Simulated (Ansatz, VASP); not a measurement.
Two plane-wave programs on MgO

```xyz
4
Lattice="3.5458 -0.0521 0.1146 -1.8180 3.0447 0.1146 0.1726 0.2990 5.0503" Properties=species:S:1:pos:R:3 pbc="T T T"
Mg   -0.0129    2.0294    0.1711
Mg    1.8503    1.1530    2.6963
O    -0.0882    2.1803    2.1014
O     2.0187    1.1633    4.6265
```

Alike in both runs: task single point; functional PBE; k mesh 9 × 9 × 6; occupations gaussian, width 0.02 eV; no spin polarisation.

```csv
,VASP,Ansatz
version,VASP 6.6.1,Ansatz 0.2.0
potentials or method,"VASP PAW PBE potentials, release 64 (Mg, O), cutoff 520 eV","scalar-relativistic, plane waves, PAW"
valence electrons in the cell,16,32
```

```csv
,VASP,Ansatz,Ansatz less VASP
gap on the k mesh at the Fermi level (eV),2.45,2.47,+0.023
least direct gap on the mesh (eV),2.45,2.47,+0.023
pressure (GPa),-6.3,-5.9,+0.36
"traceless stress, the component that is largest in VASP (GPa)",9.67,9.54,-0.125
rms of the force components (eV/Å),0.668,0.660,-0.0081
```

Atom by atom the forces differ by 0.008 eV/Å (rms over components). VASP's potentials hold 16 valence electrons a cell and Ansatz's 32, so a difference there can come from the potentials and not from the codes. Ansatz's warnings: structure snapped to symmetry.
